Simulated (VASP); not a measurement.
# TiAl (P4/mmm) in VASP: further runs

Runs on TiAl. Level: PBEsol. Tasks: single point.

Program: VASP 6.6.1. These are calculated values, not measurements. Logs are shortened: lines on timing, memory, paths and dates and some standing lists are left out, and cuts for length are marked.

## 1. The cell of the first run

It takes space group P4/mmm (No. 123, tetragonal). The conventional cell has a = 3.013 Å, b = 3.013 Å, c = 3.463 Å, α = 90.00°, β = 90.00°, γ = 90.00°. Within 3.6 Å of Ti (site symmetry 4/mmm) lie 8 Al at 2.75 Å and 6 Ti at 3.01 to 3.46 Å. Al (site symmetry 4/mmm) has 8 Ti at 2.75 Å and 6 Al at 3.01 to 3.46 Å within 3.6 Å.

## 2. Single point, PBEsol (15.72 Å³/atom)

Input file INCAR:

```
SYSTEM = TiAl
ALGO = Fast
EDIFF = 1E-7
ENCUT = 520
GGA = PS
ISIF = 2
ISMEAR = 0
LASPH = .True.
LCHARG = .False.
LREAL = .False.
LWAVE = .False.
NBANDS = 14
NELM = 80
PREC = Accurate
SIGMA = 0.15
```

Input file KPOINTS:

```
k-points
0
Gamma
  16 16 16
  0 0 0
```

Input file POSCAR:

```
TiAl
1.0
    3.0131132639      0.0000000000      0.0000000000
    0.0000000000      3.0131132639      0.0000000000
    0.0000000000      0.0000000000      3.4626697629
Ti Al
1 1
Direct
    0.0000000000      0.0000000000      0.0000000000
    0.5000000000      0.5000000000      0.5000000000
```

Potentials or basis: VASP PAW PBE potentials, release 64 (Ti_sv, Al).

Started as:

```
cat potpaw_PBE.64/Ti_sv/POTCAR potpaw_PBE.64/Al/POTCAR > POTCAR
mpirun -np 1 vasp_std > vasp.out
```

OUTCAR:

```text
SYSTEM = TiAl
   EDIFF = 1E-7
   ENCUT = 520
   GGA = PS
   ISIF = 2
   ISMEAR = 0
   LASPH = .True.
   LREAL = .False.
   NELM = 80
   PREC = Accurate

 ion  position               nearest neighbor table
   1  0.000  0.000  0.000-   2 2.75   2 2.75   2 2.75   2 2.75   2 2.75   2 2.75   2 2.75   2 2.75

   2  0.500  0.500  0.500-   1 2.75   1 2.75   1 2.75   1 2.75   1 2.75   1 2.75   1 2.75   1 2.75

  LATTYP: Found a simple tetragonal cell.
 ALAT       =     3.0131132639
 C/A-ratio  =     1.1492000000

  Lattice vectors:

 A1 = (   3.0131132639,   0.0000000000,   0.0000000000)
 A2 = (   0.0000000000,   3.0131132639,   0.0000000000)
 A3 = (   0.0000000000,   0.0000000000,   3.4626697629)

Analysis of symmetry for initial positions (statically):
=====================================================================
 Subroutine PRICEL returns:
 Original cell was already a primitive cell.

 Routine SETGRP: Setting up the symmetry group for a
 simple tetragonal supercell.

 Subroutine GETGRP returns: Found 16 space group operations
 (whereof 16 operations were pure point group operations)
 out of a pool of 16 trial point group operations.

The static configuration has the point symmetry D_4h.

Analysis of symmetry for dynamics (positions and initial velocities):
=====================================================================
 Subroutine PRICEL returns:
 Original cell was already a primitive cell.

 Routine SETGRP: Setting up the symmetry group for a
 simple tetragonal supercell.

 Subroutine GETGRP returns: Found 16 space group operations
 (whereof 16 operations were pure point group operations)
 out of a pool of 16 trial point group operations.

The dynamic configuration has the point symmetry D_4h.

 Subroutine INISYM returns: Found 16 space group operations
 (whereof 16 operations are pure point group operations),
 and found     1 'primitive' translations

----------------------------------------------------------------------------------------

                                     Primitive cell

  volume of cell :      31.4371

  direct lattice vectors                    reciprocal lattice vectors
     3.013113264  0.000000000  0.000000000     0.331882645  0.000000000  0.000000000
     0.000000000  3.013113264  0.000000000     0.000000000  0.331882645  0.000000000
     0.000000000  0.000000000  3.462669763     0.000000000  0.000000000  0.288794505

  length of vectors
     3.013113264  3.013113264  3.462669763     0.331882645  0.331882645  0.288794505

  position of ions in fractional coordinates (direct lattice)
     0.000000000  0.000000000  0.000000000
[... 86 lines left out ...]
   POTIM  = 0.5000    time-step for ionic-motion
   TEBEG  =    0.0;   TEEND  =   0.0 temperature during run
   PSTRESS=    0.0 pullay stress
   NELECT =      15.0000    total number of electrons
   NUPDOWN=      -1.0000    fix difference up-down
   EMIN   =  10.00;   EMAX   =-10.00  energy-range for DOS
   EFERMI =   0.00;   METHOD = LEGACY
   ISMEAR =     0;   SIGMA  =   0.15  broadening in eV -4-tet -1-fermi 0-gaus
   EFERMI_NEDOS =   21; number of points for ismear=-14 and -15
   IALGO  =     68    algorithm
   IMIX   =      4    mixing-type and parameters
     AMIX     =   0.40;   BMIX     =  1.00
     AMIX_MAG =   1.60;   BMIX_MAG =  1.00
  volume/ion in A,a.u.               =      15.72       106.07
  Fermi-wavevector in a.u.,A,eV,Ry     =   1.279257  2.417446 22.265926  1.636499
  Thomas-Fermi vector in A             =   2.411753
   LORBIT       =      0    0 simple, 1 ext, 2 COOP (PROOUT), +10 PAW based schemes
   GGA     = PS    functional components
   LHFCALC =     F    Hartree Fock is set to
   AEXX    =    0.0000 exact exchange contribution
   IVDW    =     0    specifies the selected vdW correction
   LEPSILON=     F    determine dielectric tensor
   LRPA    =     F    only Hartree local field effects (RPA)
 non-spin polarized calculation
 RMM-DIIS sequential band-by-band and
 Gauss-broadening in eV      SIGMA  =   0.15
  energy-cutoff  :      520.00
  volume of cell :       31.44
 maximum number of plane-waves:       863
 NGX is ok and might be reduce to    24
   NGX = 11   NGY = 11   NGZ = 13

 number of electron      14.9999995 magnetization

 Free energy of the ion-electron system (eV)
  ---------------------------------------------------
  ext. energy  EPLUGINS =         0.00000000
  ---------------------------------------------------
  free energy    TOTEN  =       -13.07265240 eV

  energy without entropy =      -13.04530906  energy(sigma->0) =      -13.05898073

 E-fermi :   8.7712     XC(G=0): -11.2808

 val. band max:        8.7694741321   @ k =   0.2500   0.1875   0.1250
 cond. band min:       8.7715652460   @ k =   0.4375   0.1875   0.1250
 fundamental gap:      0.0020911140
 Fermi energy:         8.7712134760

 k-point     1 :       0.0000    0.0000    0.0000
  band No.  band energies     occupation
      1     -47.7114      2.00000
      2     -24.1210      2.00000
      3     -23.9330      2.00000
      4     -23.9330      2.00000
      5      -0.4679      2.00000
      6       7.1749      2.00000
      7       7.5828      2.00000
      8      10.6108      0.00000
      9      10.6108      0.00000
     10      11.1192      0.00000
     11      11.2287      0.00000
     12      14.7644      0.00000
     13      14.7644      0.00000
     14      17.6718      0.00000
[... 377 lines left out ...]
      1     -47.6785      2.00000
      2     -24.2087      2.00000
      3     -24.0869      2.00000
      4     -23.9477      2.00000
      5       3.4437      2.00000
      6       4.0355      2.00000
      7       8.1471      2.00000
      8       8.5637      1.94958
      9       9.2167      0.00003
     10      10.4990      0.00000
     11      12.4789      0.00000
     12      15.4831      0.00000
     13      16.9869      0.00000
     14      17.9029      0.00000

 [... further k-points ...]
[... 5 lines left out ...]
  --------------------------------------------------------------------------------------
  -------------------------------------------------------------------------------------
  Total       -0.5471943     -0.5471943      1.2269291      0.0000000      0.0000000      0.0000000
  in kB      -27.8875379    -27.8875379     62.5299492      0.0000000      0.0000000      0.0000000
  external PRESSURE =       2.2516244 kB  Pullay stress =       0.0000000 kB

 VOLUME and BASIS-vectors are now :
 -----------------------------------------------------------------------------
  energy-cutoff  :      520.00
  volume of cell :       31.44
      direct lattice vectors                 reciprocal lattice vectors
     3.013113264  0.000000000  0.000000000     0.331882645  0.000000000  0.000000000
     0.000000000  3.013113264  0.000000000     0.000000000  0.331882645  0.000000000
     0.000000000  0.000000000  3.462669763     0.000000000  0.000000000  0.288794505

 POSITION                                       TOTAL-FORCE (eV/Angst)
 -----------------------------------------------------------------------------------
      0.00000      0.00000      0.00000         0.000000      0.000000      0.000000
      1.50656      1.50656      1.73133         0.000000      0.000000      0.000000
 -----------------------------------------------------------------------------------
    total drift:                                0.000000      0.000000      0.000000

  FREE ENERGIE OF THE ION-ELECTRON SYSTEM (eV)
  ---------------------------------------------------
  free  energy   TOTEN  =       -13.0726524028 eV

  energy  without entropy=      -13.0453090638  energy(sigma->0) =      -13.05898073
```

OSZICAR:

```text
N       E                     dE             d eps       ncg     rms          rms(c)
DAV:   1     0.994553122243E+02    0.99455E+02   -0.70912E+03 11352   0.109E+03
DAV:   2    -0.917736102682E+01   -0.10863E+03   -0.10457E+03 11700   0.301E+02
DAV:   3    -0.146168289896E+02   -0.54395E+01   -0.52836E+01 17084   0.649E+01
[... 23 lines left out ...]
RMM:  27    -0.130726518416E+02   -0.24388E-06   -0.24865E-06 10745   0.500E-03    0.306E-04
RMM:  28    -0.130726520648E+02   -0.22315E-06   -0.22950E-06  9276   0.411E-03    0.285E-04
RMM:  29    -0.130726522043E+02   -0.13955E-06   -0.14033E-06  9064   0.367E-03    0.314E-04
RMM:  30    -0.130726523246E+02   -0.12030E-06   -0.13009E-06  8689   0.320E-03    0.172E-04
RMM:  31    -0.130726524028E+02   -0.78117E-07   -0.82588E-07  8126   0.287E-03
   1 F= -.13072652E+02 E0= -.13058981E+02  d E =-.273433E-01
```

stdout:

```text
POSCAR found type information on POSCAR TiAl
 POSCAR found :  2 types and       2 ions
 scaLAPACK will be used
 -----------------------------------------------------------------------------
|                                                                             |
[... 45 lines left out ...]
WARNING in EDDRMM: call to ZHEGV failed, returncode =   6  3      6
WARNING in EDDRMM: call to ZHEGV failed, returncode =   8  4      5
 num prob WARNING in EDDRMM: call to ZHEGV failed, returncode =   6  3      7
WARNING in EDDRMM: call to ZHEGV failed, returncode =   6  3     12
WARNING in EDDRMM: call to ZHEGV failed, returncode =   6  3      8
 num prob WARNING in EDDRMM: call to ZHEGV failed, returncode =   6  3      6
 num prob RMM:  31    -0.130726524028E+02   -0.78117E-07   -0.82588E-07  8126   0.287E-03
```

Run time: 17 min. Hardware: 1 thread of AMD EPYC 7R13, shared host; peak memory 0.27 GiB.

What came out:

```yaml
Free_energy: -13.0727 eV
Pressure: 0.2 GPa
Band_gap_on_the_k_mesh: zero (an odd number of electrons rules out a gap without spin polarisation)
```

Stress tensor (GPa, compression positive):
```
-2.79  0.00  0.00
 0.00 -2.79  0.00
 0.00  0.00  6.25
```

Levels at points of the mesh, in eV from the Fermi level:
```csv
k point,band 5,band 6,band 7,band 8,band 9,band 10,band 11,band 12
"(0.00, 0.00, 0.00)",-9.24,-1.60,-1.19,1.84,1.84,2.35,2.46,5.99
"(0.50, 0.00, 0.00)",-5.46,-5.02,-0.74,-0.38,0.84,2.13,3.75,6.33
"(0.50, 0.50, 0.00)",-4.33,-1.47,-1.47,-1.16,0.18,0.18,3.41,5.20
"(0.00, 0.00, 0.50)",-6.73,-5.29,-0.64,0.78,0.78,2.14,2.55,6.92
"(0.50, 0.00, 0.50)",-5.15,-2.53,-1.75,-1.43,1.11,1.35,2.46,4.88
"(0.50, 0.50, 0.50)",-2.97,-2.96,-2.96,1.06,2.63,2.75,3.38,3.38
```

Caveat: the stress differs along the axes, from -3 to 6 GPa; the PAW data sets were made with another functional, which shifts forces and pressure a little.

## 3. Single point, PBEsol (15.72 Å³/atom)

INCAR: that of step 2 with these lines changed.

```diff
@@ -2,3 +2,3 @@
 ALGO = Fast
-EDIFF = 1E-7
+EDIFF = 1E-6
 ENCUT = 520
@@ -12,3 +12,3 @@
 NBANDS = 14
-NELM = 80
+NELM = 60
 PREC = Accurate
```

KPOINTS is that of step 2.

Input file POSCAR:

```
TiAl
1.0
    2.7463255563      0.0000000000      0.0000000000
    0.0000000000      2.7463255563      0.0000000000
    0.0000000000      0.0000000000      4.1680982968
Ti Al
1 1
Direct
    0.0000000000      0.0000000000      0.0000000000
    0.5000000000      0.5000000000      0.5000000000
```

Potentials or basis: VASP PAW PBE potentials, release 64 (Ti_sv, Al).

Started as:

```
cat potpaw_PBE.64/Ti_sv/POTCAR potpaw_PBE.64/Al/POTCAR > POTCAR
mpirun -np 1 vasp_std > vasp.out
```

Run time: 7.2 min. Hardware: 1 thread of AMD EPYC 7R13, shared host; peak memory 0.26 GiB.

Results (log left out):

* Free energy: -13.2442 eV
* Pressure: 0.4 GPa
* Band gap on the k mesh: zero (an odd number of electrons rules out a gap without spin polarisation)

Stress tensor (GPa, compression positive):
```
 1.95  0.00  0.00
 0.00  1.95  0.00
 0.00  0.00 -2.75
```

Levels at points of the mesh, in eV from the Fermi level:
| k point | band 4 | band 5 | band 6 | band 7 | band 8 | band 9 | band 10 | band 11 | band 12 | band 13 |
| --- | --- | --- | --- | --- | --- | --- | --- | --- | --- | --- |
| (0.00, 0.00, 0.00) | -32.30 | -9.23 | -2.08 | -0.89 | -0.84 | 2.37 | 2.37 | 3.59 | 5.81 | 9.18 |
| (0.50, 0.00, 0.00) | -32.24 | -4.58 | -4.41 | -1.94 | -0.30 | 1.91 | 2.76 | 4.75 | 4.81 | 5.17 |
| (0.50, 0.50, 0.00) | -32.66 | -3.15 | -0.31 | -0.29 | -0.29 | -0.24 | -0.24 | 4.63 | 5.21 | 6.05 |
| (0.00, 0.00, 0.50) | -32.30 | -7.88 | -5.41 | -0.77 | 0.31 | 2.09 | 2.09 | 3.60 | 8.25 | 8.82 |
| (0.50, 0.00, 0.50) | -32.24 | -4.95 | -3.10 | -1.21 | -1.01 | 1.19 | 1.94 | 2.58 | 3.65 | 6.14 |
| (0.50, 0.50, 0.50) | -32.67 | -2.62 | -2.18 | -2.18 | 2.15 | 2.19 | 2.69 | 4.50 | 4.50 | 4.88 |

Caveat: the PAW data sets were made with another functional, which shifts forces and pressure a little.
